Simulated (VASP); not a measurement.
# Hf2Ge3Ru (P-4m2) in VASP: single point with PBE

Aim: the single point of Hf2Ge3Ru with PBE.

Program: VASP 6.6.1. These are calculated values, not measurements. Logs are shortened: lines on timing, memory, paths and dates and some standing lists are left out, and cuts for length are marked.

## Step 1: The cell of the first run

Symmetry: P-4m2, No. 115, tetragonal system. Conventional cell: a = 3.522 Å, b = 3.522 Å, c = 8.944 Å, α = 90.00°, β = 90.00°, γ = 90.00°. Hf (site symmetry 2mm) has 7 Ge at 2.83 to 2.95 Å and 2 Ru at 2.83 Å and 4 Hf at 3.52 Å within 3.7 Å. Within 3.3 Å of Ge (site symmetry -4m2) lie 4 Ru at 2.49 Å and 4 Hf at 2.83 Å. Within 3.8 Å of Ge (site symmetry 2mm) lie 8 Ge at 2.85 to 3.52 Å and 5 Hf at 2.94 to 2.95 Å. Within 3.3 Å of Ru (site symmetry -4m2) lie 4 Ge at 2.49 Å and 4 Hf at 2.83 Å.

The cell was generated, and may not be a known phase.

## Step 2: Single point, PBE, collinear spin, ferromagnetic start

INCAR reads:

```
SYSTEM = Hf2Ge3Ru
ALGO     = Normal         ! electronic algorithm
EDIFF    = 1E-6           ! SCF threshold, eV
ENCUT    = 520            ! plane-wave cutoff, eV
GGA      = PE             ! functional
ISIF     = 2              ! what is computed and relaxed
ISMEAR   = 0              ! smearing method
ISPIN    = 2              ! spin polarisation
LASPH    = .TRUE.         ! aspherical terms in the spheres
LCHARG   = .TRUE.         ! write CHGCAR
LELF     = .TRUE.         ! ELF
LMAXMIX  = 4              ! l up to which the mixer works
LORBIT   = 11             ! projections on sites
LREAL    = .FALSE.        ! projectors in reciprocal space
LVHAR    = .TRUE.       
LWAVE    = .FALSE.        ! write WAVECAR
MAGMOM   = 0 0 0 0 0 1    ! initial moments
NBANDS   = 51             ! bands
NELM     = 150            ! most SCF steps
PREC     = Accurate       ! precision mode
SIGMA    = 0.1            ! smearing width, eV
```

KPOINTS reads:

```
k-points
0
G
  6 6 2
  0 0 0
```

POSCAR reads:

```
Hf2Ge3Ru
1.0
    3.5216774155      0.0000000000      0.0000000000
    0.0000000000      3.5216774155      0.0000000000
    0.0000000000      0.0000000000      8.9441628807
Hf Ge Ru
2 3 1
Direct
    0.0000000000      0.5000000000      0.7529464630
    0.5000000000      0.0000000000      0.2470535370
    0.5000000000      0.5000000000      0.0000000000
    0.0000000000      0.5000000000      0.4227847863
    0.5000000000      0.0000000000      0.5772152137
    0.0000000000      0.0000000000      0.0000000000
```

Potentials or basis: VASP PAW PBE potentials, release 64 (Hf_pv, Ge_d, Ru_pv).

Run with:

```
$ cat potpaw_PBE.64/Hf_pv/POTCAR potpaw_PBE.64/Ge_d/POTCAR potpaw_PBE.64/Ru_pv/POTCAR > POTCAR
$ mpirun -np 1 vasp_std > vasp.out
```

OUTCAR:

```text
SYSTEM = Hf2Ge3Ru
   EDIFF = 1E-6
   ENCUT = 520
   GGA = PE
   ISIF = 2
   ISMEAR = 0
   ISPIN = 2
   LASPH = .TRUE.
   LORBIT = 11
   LREAL = .FALSE.
   NELM = 150
   PREC = Accurate

 ion  position               nearest neighbor table
   1  0.000  0.500  0.753-   3 2.83   6 2.83   6 2.83   3 2.83   5 2.94   5 2.94   5 2.94   5 2.94
                             4 2.95
   2  0.500  0.000  0.247-   3 2.83   6 2.83   3 2.83   6 2.83   4 2.94   4 2.94   4 2.94   4 2.94
                             5 2.95
   3  0.500  0.500  0.000-   6 2.49   6 2.49   6 2.49   6 2.49   2 2.83   1 2.83   1 2.83   2 2.83

   4  0.000  0.500  0.423-   5 2.85   5 2.85   5 2.85   5 2.85   2 2.94   2 2.94   2 2.94   2 2.94
                             1 2.95
   5  0.500  0.000  0.577-   4 2.85   4 2.85   4 2.85   4 2.85   1 2.94   1 2.94   1 2.94   1 2.94
                             2 2.95
   6  0.000  0.000  0.000-   3 2.49   3 2.49   3 2.49   3 2.49   2 2.83   2 2.83   1 2.83   1 2.83

  LATTYP: Found a simple tetragonal cell.
 ALAT       =     3.5216774155
 C/A-ratio  =     2.5397450775

  Lattice vectors:

 A1 = (   3.5216774155,   0.0000000000,   0.0000000000)
 A2 = (   0.0000000000,   3.5216774155,   0.0000000000)
 A3 = (   0.0000000000,   0.0000000000,   8.9441628807)

Analysis of symmetry for initial positions (statically):
=====================================================================
 Subroutine PRICEL returns:
 Original cell was already a primitive cell.

 Routine SETGRP: Setting up the symmetry group for a
 simple tetragonal supercell.

 Subroutine GETGRP returns: Found  8 space group operations
 (whereof  8 operations were pure point group operations)
 out of a pool of 16 trial point group operations.

The static configuration has the point symmetry D_2d.

Analysis of symmetry for dynamics (positions and initial velocities):
=====================================================================
 Subroutine PRICEL returns:
 Original cell was already a primitive cell.

 Routine SETGRP: Setting up the symmetry group for a
 simple tetragonal supercell.

 Subroutine GETGRP returns: Found  8 space group operations
 (whereof  8 operations were pure point group operations)
 out of a pool of 16 trial point group operations.

The dynamic configuration has the point symmetry D_2d.

Analysis of structural, dynamic, and magnetic symmetry:
=====================================================================
 Subroutine PRICEL returns:
 Original cell was already a primitive cell.

 Routine SETGRP: Setting up the symmetry group for a
 simple tetragonal supercell.

 Subroutine GETGRP returns: Found  8 space group operations
[... 147 lines left out ...]
 number of electron      75.9999973 magnetization       0.0000763

 Free energy of the ion-electron system (eV)
  ---------------------------------------------------
  ext. energy  EPLUGINS =         0.00000000
  ---------------------------------------------------
  free energy    TOTEN  =       -43.88865641 eV

  energy without entropy =      -43.86622379  energy(sigma->0) =      -43.87744010

 E-fermi :   6.8571     XC(G=0): -11.7494

 val. band max:        6.7993271102   @ k =   0.5000   0.3333   0.0000
 cond. band min:       6.8819965259   @ k =   0.0000   0.0000   0.5000
 fundamental gap:      0.0826694158
 Fermi energy:         6.8570564569

 spin component 1

 k-point     1 :       0.0000    0.0000    0.0000
  band No.  band energies     occupation
      1     -35.5004      1.00000
      2     -35.5004      1.00000
      3     -35.2376      1.00000
      4     -23.9980      1.00000
      5     -23.9794      1.00000
      6     -23.9279      1.00000
[... 1049 lines left out ...]
     49      12.1519      0.00000
     50      12.2622      0.00000
 Fermi energy:         6.8570564569

 spin component 2

 k-point     1 :       0.0000    0.0000    0.0000
  band No.  band energies     occupation
      1     -35.5005      1.00000
      2     -35.5005      1.00000
      3     -35.2376      1.00000
      4     -23.9980      1.00000
      5     -23.9794      1.00000
      6     -23.9279      1.00000
[... 1049 lines left out ...]
     49      12.1520      0.00000
     50      12.2618      0.00000
 [bands above 50 left out]

------------------------ aborting loop because EDIFF is reached ----------------------------------------

  FORCE on cell =-STRESS in cart. coord.  units (eV):
  Direction    XX          YY          ZZ          XY          YZ          ZX
  --------------------------------------------------------------------------------------
  -------------------------------------------------------------------------------------
  Total        0.1184318      0.1184318     -0.4432280      0.0000000     -0.0000000      0.0000000
  in kB        1.7105664      1.7105664     -6.4017532      0.0000000     -0.0000000      0.0000000
  external PRESSURE =      -0.9935401 kB  Pullay stress =       0.0000000 kB

 VOLUME and BASIS-vectors are now :
 -----------------------------------------------------------------------------
  energy-cutoff  :      520.00
  volume of cell :      110.93
      direct lattice vectors                 reciprocal lattice vectors
     3.521677416  0.000000000  0.000000000     0.283955593  0.000000000  0.000000000
     0.000000000  3.521677416  0.000000000     0.000000000  0.283955593  0.000000000
     0.000000000  0.000000000  8.944162881     0.000000000  0.000000000  0.111804762

 POSITION                                       TOTAL-FORCE (eV/Angst)
 -----------------------------------------------------------------------------------
      0.00000      1.76084      6.73448        -0.000000      0.000000      0.045331
      1.76084      0.00000      2.20969        -0.000000      0.000000     -0.045331
      1.76084      1.76084      0.00000        -0.000000     -0.000000     -0.000000
      0.00000      1.76084      3.78146        -0.000000      0.000000     -0.002041
      1.76084      0.00000      5.16271         0.000000      0.000000      0.002041
      0.00000      0.00000      0.00000        -0.000000      0.000000     -0.000000
 -----------------------------------------------------------------------------------
    total drift:                                0.000000      0.000000      0.000000

  FREE ENERGIE OF THE ION-ELECTRON SYSTEM (eV)
  ---------------------------------------------------
  free  energy   TOTEN  =       -43.8886564088 eV

  energy  without entropy=      -43.8662237908  energy(sigma->0) =      -43.87744010

 total charge

# of ion       s       p       d       tot
------------------------------------------
    1        0.318   6.387   1.534   8.239
    2        0.318   6.387   1.534   8.239
    3        1.121   1.371  10.071  12.564
    4        1.162   1.126  10.026  12.313
    5        1.162   1.126  10.026  12.313
    6        0.374   6.196   6.261  12.831
--------------------------------------------------
tot          4.454  22.593  39.452  66.499

 magnetization (x)

# of ion       s       p       d       tot
------------------------------------------
    1        0.000   0.000   0.000   0.000
    2        0.000   0.000   0.000   0.000
    3        0.000   0.000  -0.000   0.000
    4       -0.000   0.000   0.000   0.000
    5       -0.000   0.000   0.000   0.000
    6       -0.000  -0.000  -0.000  -0.000
--------------------------------------------------
tot         -0.000   0.000  -0.000  -0.000
```

stdout:

```text
POSCAR found type information on POSCAR HfGeRu
 POSCAR found :  3 types and       6 ions
 scaLAPACK will be used
 LDA part: xc-table for (Slater+PW92), standard interpolation
 POSCAR, INCAR and KPOINTS ok, starting setup
 FFT: planning ... GRIDC
 FFT: planning ... GRID_SOFT
 FFT: planning ... GRID
 WAVECAR not read
 entering main loop
```

Run time: 2.7 min. Hardware: 1 thread of Intel Xeon Platinum 8488C (Sapphire Rapids), shared host; peak memory 0.37 GiB.

Results:

```
Free energy                                           : -43.8887 eV
Pressure                                              : -0.1 GPa
Largest force                                         : 0.045 eV/Å
Band gap on the k mesh                                : zero (filled and empty bands overlap)
Net moment                                            : 0.00 μB per cell
Valence electrons inside the program's atomic spheres : Hf 8.24; Ge 12.56, 12.31 (each value once); Ru 12.83
```

Forces in eV/Å, atoms in the order of the input:
```
Hf   0.000  0.000  0.045
Hf   0.000  0.000 -0.045
Ge   0.000  0.000  0.000
Ge   0.000  0.000 -0.002
Ge   0.000  0.000  0.002
Ru   0.000  0.000  0.000
```

Levels at points of the mesh, in eV from the Fermi level:
Spin up:
```csv
k point,band 34,band 35,band 36,band 37,band 38,band 39,band 40,band 41,band 42,band 43
"(0.00, 0.00, 0.00)",-1.66,-0.93,-0.93,-0.67,0.21,0.49,0.57,0.57,2.11,2.46
"(0.50, 0.00, 0.00)",-1.80,-1.12,-0.76,-0.30,0.50,0.74,1.35,1.58,2.38,2.51
"(0.50, 0.50, 0.00)",-2.07,-2.05,-1.09,-0.90,-0.90,-0.35,-0.27,0.70,1.08,1.81
"(0.00, 0.00, 0.50)",-1.45,-0.57,-0.57,-0.42,-0.25,0.02,0.02,0.17,1.84,3.07
"(0.50, 0.00, 0.50)",-1.77,-1.12,-1.01,-0.61,0.50,0.60,1.38,1.44,2.16,3.19
"(0.50, 0.50, 0.50)",-2.19,-1.77,-0.92,-0.92,-0.72,-0.68,-0.58,0.97,1.12,1.58
```
Spin down:
```
           k point  band 34  band 35  band 36  band 37  band 38  band 39  band 40  band 41  band 42  band 43
(0.00, 0.00, 0.00)    -1.66    -0.93    -0.93    -0.67     0.21     0.49     0.57     0.57     2.11     2.46
(0.50, 0.00, 0.00)    -1.80    -1.12    -0.76    -0.30     0.50     0.74     1.35     1.58     2.38     2.51
(0.50, 0.50, 0.00)    -2.07    -2.05    -1.09    -0.90    -0.90    -0.35    -0.27     0.70     1.08     1.81
(0.00, 0.00, 0.50)    -1.45    -0.57    -0.57    -0.42    -0.25     0.02     0.02     0.17     1.84     3.07
(0.50, 0.00, 0.50)    -1.77    -1.12    -1.01    -0.61     0.50     0.60     1.38     1.44     2.16     3.19
(0.50, 0.50, 0.50)    -2.19    -1.77    -0.92    -0.92    -0.72    -0.68    -0.58     0.96     1.12     1.58
```

Caveat: spin-orbit coupling is left out, which moves the levels of the heavy elements.

The gap in the log of VASP goes by the Fermi energy; the results here count the filled bands.